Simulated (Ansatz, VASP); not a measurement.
Two plane-wave programs on Au

```xyz
2
Lattice="2.9000 0.0000 0.0000 -1.4500 2.5115 0.0000 0.0000 0.0000 4.8800" Properties=species:S:1:pos:R:3 pbc="T T T"
Au    0.0000    1.6743    3.6600
Au    1.4500    0.8372    1.2200
```

Alike in both runs: task relaxation of cell and atoms; functional LDA; k mesh 9 × 9 × 4; occupations gaussian, width 0.1 eV; no spin polarisation.

|  | VASP | Ansatz |
| --- | --- | --- |
| version | VASP 6.6.1 | Ansatz 0.2.0 |
| potentials or method | VASP PAW LDA potentials, release 64 (Au), cutoff 600 eV | scalar-relativistic, plane waves, PAW |
| valence electrons in the cell | 22 | 38 |

|  | VASP | Ansatz | Ansatz less VASP |
| --- | --- | --- | --- |
| gap on the k mesh at the Fermi level, each at its own relaxed structure (eV) | none | none | - |
| relaxed volume (Å³/atom) | 16.64 | 16.56 | -0.073 |
| relaxed cell length with the largest relative difference (Å) | 4.753 | 4.740 | -0.0126 |

LDA's correlation is that of Perdew and Zunger in VASP and of Perdew and Wang (1992) in Ansatz. A gap of «none» marks a metal or a gap that the smearing closes. VASP's potentials hold 22 valence electrons a cell and Ansatz's 38, so a difference there can come from the potentials and not from the codes.

Spin-orbit coupling is off throughout.
